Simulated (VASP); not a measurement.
# YAu (Pm-3m) in VASP: notebook, part 2 of 3

VASP 6.6.1. Earlier steps stand in the parts before.

### Step 5. Single point, LDA

This run uses another cell than the first one, of 23.67 Å³/atom, 1.077 times its volume.

INCAR

```
SYSTEM = YAu
PREC = Accurate
ENCUT = 500
EDIFF = 1E-6
ISMEAR = 1
SIGMA = 0.1
LREAL = .FALSE.
LASPH = .TRUE.
NELM = 120
ALGO = Normal
ISIF = 2
LWAVE = .FALSE.
LCHARG = .FALSE.
NBANDS = 18
GGA_COMPAT = .FALSE.
```

KPOINTS

```
regular mesh
0
G
  7 7 7
  0 0 0
```

POSCAR

```
YAu
1.0
    3.6173546339      0.0000000000      0.0000000000
    0.0000000000      3.6173546339      0.0000000000
    0.0000000000      0.0000000000      3.6173546339
Y Au
1 1
Direct
    0.5000000000      0.5000000000      0.5000000000
    0.0000000000      0.0000000000      0.0000000000
```

Potentials or basis: VASP PAW LDA potentials, release 64 (Y_sv, Au).

The run is started by

```sh
$ cat potpaw_LDA.64/Y_sv/POTCAR potpaw_LDA.64/Au/POTCAR > POTCAR
$ mpirun -np 1 vasp_std > vasp.out
```

OUTCAR:

```text
SYSTEM = YAu
   PREC = Accurate
   ENCUT = 500
   EDIFF = 1E-6
   ISMEAR = 1
   LREAL = .FALSE.
   LASPH = .TRUE.
   NELM = 120
   ISIF = 2

 ion  position               nearest neighbor table
   1  0.500  0.500  0.500-   2 3.13   2 3.13   2 3.13   2 3.13   2 3.13   2 3.13   2 3.13   2 3.13

   2  0.000  0.000  0.000-   1 3.13   1 3.13   1 3.13   1 3.13   1 3.13   1 3.13   1 3.13   1 3.13

  LATTYP: Found a simple cubic cell.
 ALAT       =     3.6173546339

  Lattice vectors:

 A1 = (   3.6173546339,   0.0000000000,   0.0000000000)
 A2 = (   0.0000000000,   3.6173546339,   0.0000000000)
 A3 = (   0.0000000000,   0.0000000000,   3.6173546339)

Analysis of symmetry for initial positions (statically):
=====================================================================
 Subroutine PRICEL returns:
 Original cell was already a primitive cell.

 Routine SETGRP: Setting up the symmetry group for a
 simple cubic supercell.

 Subroutine GETGRP returns: Found 48 space group operations
 (whereof 48 operations were pure point group operations)
 out of a pool of 48 trial point group operations.

The static configuration has the point symmetry O_h .

[... 154 lines left out ...]
  energy without entropy =      -13.02430825  energy(sigma->0) =      -13.02414355

 E-fermi :   5.6525     XC(G=0): -11.0934

 val. band max:        5.5884073063   @ k =   0.4286   0.4286   0.1429
 cond. band min:       5.6827608579   @ k =   0.2857   0.1429   0.1429
 fundamental gap:      0.0943535515
 Fermi energy:         5.6525282856

 k-point     1 :       0.0000    0.0000    0.0000
  band No.  band energies     occupation
      1     -37.1986      2.00000
      2     -17.1690      2.00000
      3     -17.1690      2.00000
      4     -17.1690      2.00000
      5      -1.6313      2.00000
      6       0.2825      2.00000
[... 397 lines left out ...]
      5       0.7570      2.00000
      6       0.8500      2.00000
[... 10 lines left out ...]
     17      12.9730      0.00000
     18      12.9730      0.00000

------------------------ aborting loop because EDIFF is reached ----------------------------------------

  FORCE on cell =-STRESS in cart. coord.  units (eV):
  Direction    XX          YY          ZZ          XY          YZ          ZX
  --------------------------------------------------------------------------------------
  -------------------------------------------------------------------------------------
  Total       -2.1521220     -2.1521220     -2.1521220      0.0000000     -0.0000000      0.0000000
  in kB      -72.8457495    -72.8457495    -72.8457495      0.0000000     -0.0000000      0.0000000
  external PRESSURE =     -72.8457495 kB  Pullay stress =       0.0000000 kB

 VOLUME and BASIS-vectors are now :
 -----------------------------------------------------------------------------
  energy-cutoff  :      500.00
  volume of cell :       47.33
      direct lattice vectors                 reciprocal lattice vectors
     3.617354634  0.000000000  0.000000000     0.276445110  0.000000000  0.000000000
     0.000000000  3.617354634  0.000000000     0.000000000  0.276445110  0.000000000
     0.000000000  0.000000000  3.617354634     0.000000000  0.000000000  0.276445110

 POSITION                                       TOTAL-FORCE (eV/Angst)
 -----------------------------------------------------------------------------------
      1.80868      1.80868      1.80868         0.000000      0.000000      0.000000
      0.00000      0.00000      0.00000         0.000000      0.000000      0.000000
 -----------------------------------------------------------------------------------
    total drift:                               -0.000000      0.000000      0.000000

  FREE ENERGIE OF THE ION-ELECTRON SYSTEM (eV)
  ---------------------------------------------------
  free  energy   TOTEN  =       -13.0240611972 eV

  energy  without entropy=      -13.0243082455  energy(sigma->0) =      -13.02414355
```

OSZICAR:

```text
N       E                     dE             d eps       ncg     rms          rms(c)
DAV:   1     0.993480869240E+02    0.99348E+02   -0.11097E+04   744   0.114E+03
DAV:   2    -0.947389733501E+01   -0.10882E+03   -0.10466E+03   914   0.256E+02
DAV:   3    -0.137818439282E+02   -0.43079E+01   -0.42631E+01  1014   0.396E+01
DAV:   4    -0.139316594049E+02   -0.14982E+00   -0.14938E+00   920   0.533E+00
DAV:   5    -0.139337304182E+02   -0.20710E-02   -0.20703E-02   886   0.618E-01    0.315E+01
DAV:   6    -0.131941228123E+02    0.73961E+00   -0.18930E+00   750   0.985E+00    0.173E+01
DAV:   7    -0.130341145504E+02    0.16001E+00   -0.47906E-01   822   0.388E+00    0.711E+00
DAV:   8    -0.130306970360E+02    0.34175E-02   -0.12231E-01   912   0.233E+00    0.105E+00
DAV:   9    -0.130242356228E+02    0.64614E-02   -0.35589E-02   756   0.125E+00    0.208E-01
DAV:  10    -0.130240586975E+02    0.17693E-03   -0.14413E-03   778   0.246E-01    0.581E-02
DAV:  11    -0.130240622862E+02   -0.35887E-05   -0.65307E-05   892   0.558E-02    0.539E-02
DAV:  12    -0.130240610993E+02    0.11870E-05   -0.16147E-05   766   0.291E-02    0.128E-02
DAV:  13    -0.130240611972E+02   -0.97913E-07   -0.94261E-07   576   0.711E-03
   1 F= -.13024061E+02 E0= -.13024144E+02  d E =0.247048E-03
```

Wall time 30 s (1 thread of Intel Xeon 8259CL, shared host); peak memory 0.16 GiB.

Results:

```
Free energy            : -13.0241 eV
Pressure               : -7.3 GPa
Band gap on the k mesh : zero (band 11 reaches 6.55 eV, above the bottom of band 12 at 4.39 eV)
```

Levels at points of the mesh, in eV from the Fermi level:
```
           k point  band 8  band 9  band 10  band 11  band 12  band 13  band 14  band 15
(0.00, 0.00, 0.00)   -4.26   -4.26    -4.26     0.90     0.90     4.28     4.28     4.28
```

Caveat: spin-orbit coupling is left out, which moves the levels of the heavy elements.

### Step 6. Single point, LDA

This run uses another cell than the first one, of 24.23 Å³/atom, 1.103 times its volume.

INCAR

```
SYSTEM = YAu
PREC = Accurate
ENCUT = 500
EDIFF = 1E-6
ISMEAR = 1
SIGMA = 0.1
LREAL = .False.
LASPH = .True.
NELM = 120
ALGO = Normal
ISIF = 2
LWAVE = .False.
LCHARG = .False.
GGA = CA
NBANDS = 18
GGA_COMPAT = .False.
```

KPOINTS

```
regular mesh
0
Gamma
  7 7 7
  0 0 0
```

POSCAR

```
YAu
1.0
    3.6458389140      0.0000000000      0.0000000000
    0.0000000000      3.6458389140      0.0000000000
    0.0000000000      0.0000000000      3.6458389140
Y Au
1 1
Direct
    0.5000000000      0.5000000000      0.5000000000
    0.0000000000      0.0000000000      0.0000000000
```

Potentials or basis: VASP PAW LDA potentials, release 64 (Y_sv, Au).

The run is started by

```sh
$ cat potpaw_LDA.64/Y_sv/POTCAR potpaw_LDA.64/Au/POTCAR > POTCAR
$ mpirun -np 1 vasp_std > vasp.out
```

OUTCAR:

```text
SYSTEM = YAu
   PREC = Accurate
   ENCUT = 500
   EDIFF = 1E-6
   ISMEAR = 1
   LREAL = .False.
   LASPH = .True.
   NELM = 120
   ISIF = 2
   GGA = CA

 ion  position               nearest neighbor table
   1  0.500  0.500  0.500-   2 3.16   2 3.16   2 3.16   2 3.16   2 3.16   2 3.16   2 3.16   2 3.16

   2  0.000  0.000  0.000-   1 3.16   1 3.16   1 3.16   1 3.16   1 3.16   1 3.16   1 3.16   1 3.16

  LATTYP: Found a simple cubic cell.
 ALAT       =     3.6458389140

  Lattice vectors:

 A1 = (   3.6458389140,   0.0000000000,   0.0000000000)
 A2 = (   0.0000000000,   3.6458389140,   0.0000000000)
 A3 = (   0.0000000000,   0.0000000000,   3.6458389140)

Analysis of symmetry for initial positions (statically):
=====================================================================
 Subroutine PRICEL returns:
 Original cell was already a primitive cell.

 Routine SETGRP: Setting up the symmetry group for a
 simple cubic supercell.

 Subroutine GETGRP returns: Found 48 space group operations
 (whereof 48 operations were pure point group operations)
 out of a pool of 48 trial point group operations.

The static configuration has the point symmetry O_h .

Analysis of symmetry for dynamics (positions and initial velocities):
=====================================================================
 Subroutine PRICEL returns:
 Original cell was already a primitive cell.

 Routine SETGRP: Setting up the symmetry group for a
 simple cubic supercell.

 Subroutine GETGRP returns: Found 48 space group operations
 (whereof 48 operations were pure point group operations)
 out of a pool of 48 trial point group operations.

The dynamic configuration has the point symmetry O_h .

 Subroutine INISYM returns: Found 48 space group operations
 (whereof 48 operations are pure point group operations),
 and found     1 'primitive' translations

----------------------------------------------------------------------------------------
[... 105 lines left out ...]
   IALGO  =     38    algorithm
   IMIX   =      4    mixing-type and parameters
     AMIX     =   0.40;   BMIX     =  1.00
     AMIX_MAG =   1.60;   BMIX_MAG =  1.00
  volume/ion in A,a.u.               =      24.23       163.52
  Fermi-wavevector in a.u.,A,eV,Ry     =   1.258206  2.377664 21.539126  1.583081
  Thomas-Fermi vector in A             =   2.391827
   LORBIT       =      0    0 simple, 1 ext, 2 COOP (PROOUT), +10 PAW based schemes
   GGA     = CA    functional components
   LHFCALC =     F    Hartree Fock is set to
   AEXX    =    0.0000 exact exchange contribution
   IVDW    =     0    specifies the selected vdW correction
   LEPSILON=     F    determine dielectric tensor
   LRPA    =     F    only Hartree local field effects (RPA)
 non-spin polarized calculation
 Methfessel and Paxton  Order N= 1 SIGMA  =   0.10
  energy-cutoff  :      500.00
  volume of cell :       48.46
 maximum number of plane-waves:      1253
 NGX is ok and might be reduce to    28
   NGX = 13   NGY = 13   NGZ = 13

 number of electron      21.9999998 magnetization

 Free energy of the ion-electron system (eV)
  ---------------------------------------------------
  ext. energy  EPLUGINS =         0.00000000
  ---------------------------------------------------
  free energy    TOTEN  =       -12.96767855 eV

  energy without entropy =      -12.96656306  energy(sigma->0) =      -12.96730672

 E-fermi :   5.4365     XC(G=0): -10.9804

 val. band max:        5.3885657997   @ k =   0.4286   0.2857   0.2857
 cond. band min:       5.4538681194   @ k =   0.2857   0.1429   0.1429
 fundamental gap:      0.0653023197
 Fermi energy:         5.4364778152

 k-point     1 :       0.0000    0.0000    0.0000
  band No.  band energies     occupation
      1     -37.4792      2.00000
      2     -17.4494      2.00000
      3     -17.4494      2.00000
      4     -17.4494      2.00000
      5      -1.7272      2.00000
      6       0.1909      2.00000
[... 397 lines left out ...]
      5       0.6267      2.00000
      6       0.7146      2.00000
[... 10 lines left out ...]
     17      12.5699      0.00000
     18      12.5699      0.00000

------------------------ aborting loop because EDIFF is reached ----------------------------------------

  FORCE on cell =-STRESS in cart. coord.  units (eV):
  Direction    XX          YY          ZZ          XY          YZ          ZX
  --------------------------------------------------------------------------------------
  -------------------------------------------------------------------------------------
  Total       -2.6627868     -2.6627868     -2.6627868     -0.0000000      0.0000000      0.0000000
  in kB      -88.0348324    -88.0348324    -88.0348324     -0.0000000      0.0000000      0.0000000
  external PRESSURE =     -88.0348324 kB  Pullay stress =       0.0000000 kB

 VOLUME and BASIS-vectors are now :
 -----------------------------------------------------------------------------
  energy-cutoff  :      500.00
  volume of cell :       48.46
      direct lattice vectors                 reciprocal lattice vectors
     3.645838914  0.000000000  0.000000000     0.274285294  0.000000000  0.000000000
     0.000000000  3.645838914  0.000000000     0.000000000  0.274285294  0.000000000
     0.000000000  0.000000000  3.645838914     0.000000000  0.000000000  0.274285294

 POSITION                                       TOTAL-FORCE (eV/Angst)
 -----------------------------------------------------------------------------------
      1.82292      1.82292      1.82292         0.000000      0.000000      0.000000
      0.00000      0.00000      0.00000         0.000000      0.000000      0.000000
 -----------------------------------------------------------------------------------
    total drift:                               -0.000000      0.000000      0.000000

  FREE ENERGIE OF THE ION-ELECTRON SYSTEM (eV)
  ---------------------------------------------------
  free  energy   TOTEN  =       -12.9676785507 eV

  energy  without entropy=      -12.9665630561  energy(sigma->0) =      -12.96730672
```

OSZICAR:

```text
N       E                     dE             d eps       ncg     rms          rms(c)
DAV:   1     0.975554715070E+02    0.97555E+02   -0.10855E+04   736   0.112E+03
DAV:   2    -0.949635360519E+01   -0.10705E+03   -0.10372E+03   910   0.254E+02
DAV:   3    -0.137631556143E+02   -0.42668E+01   -0.42245E+01  1008   0.389E+01
DAV:   4    -0.138816258894E+02   -0.11847E+00   -0.11825E+00   942   0.541E+00
DAV:   5    -0.138837620027E+02   -0.21361E-02   -0.21357E-02   904   0.603E-01    0.305E+01
DAV:   6    -0.131407463131E+02    0.74302E+00   -0.18471E+00   756   0.969E+00    0.167E+01
DAV:   7    -0.129777623800E+02    0.16298E+00   -0.49343E-01   826   0.386E+00    0.696E+00
DAV:   8    -0.129746160568E+02    0.31463E-02   -0.12247E-01   930   0.231E+00    0.104E+00
DAV:   9    -0.129678414984E+02    0.67746E-02   -0.36691E-02   752   0.126E+00    0.160E-01
DAV:  10    -0.129676769014E+02    0.16460E-03   -0.15065E-03   774   0.250E-01    0.615E-02
DAV:  11    -0.129676793071E+02   -0.24058E-05   -0.66659E-05   906   0.556E-02    0.477E-02
DAV:  12    -0.129676784872E+02    0.81993E-06   -0.15160E-05   768   0.284E-02    0.112E-02
DAV:  13    -0.129676785507E+02   -0.63497E-07   -0.85618E-07   538   0.688E-03
   1 F= -.12967679E+02 E0= -.12967307E+02  d E =-.111549E-02
```

stdout:

```text
POSCAR found type information on POSCAR Y Au
 POSCAR found :  2 types and       2 ions
 scaLAPACK will be used
 LDA part: xc-table for (Slater(with rela. corr.)+CA(PZ))
 , standard interpolation
 POSCAR, INCAR and KPOINTS ok, starting setup
 FFT: planning ... GRIDC
 FFT: planning ... GRID_SOFT
 FFT: planning ... GRID
 WAVECAR not read
 entering main loop
```

It took 30 s on 1 thread of Intel Xeon 8259CL, shared host; peak memory 0.16 GiB.

What came out:

| Property | Result |
| --- | --- |
| Free energy | -12.9677 eV |
| Pressure | -8.8 GPa |
| Band gap on the k mesh | zero (band 11 reaches 6.32 eV, above the bottom of band 12 at 4.23 eV) |

Levels at points of the mesh, in eV from the Fermi level:
```csv
k point,band 9,band 10,band 11,band 12,band 13,band 14
"(0.00, 0.00, 0.00)",-4.19,-4.19,0.88,0.88,4.17,4.17
```

Caveat: spin-orbit coupling is left out, which moves the levels of the heavy elements.

(Part 2 of 3 ends here.)
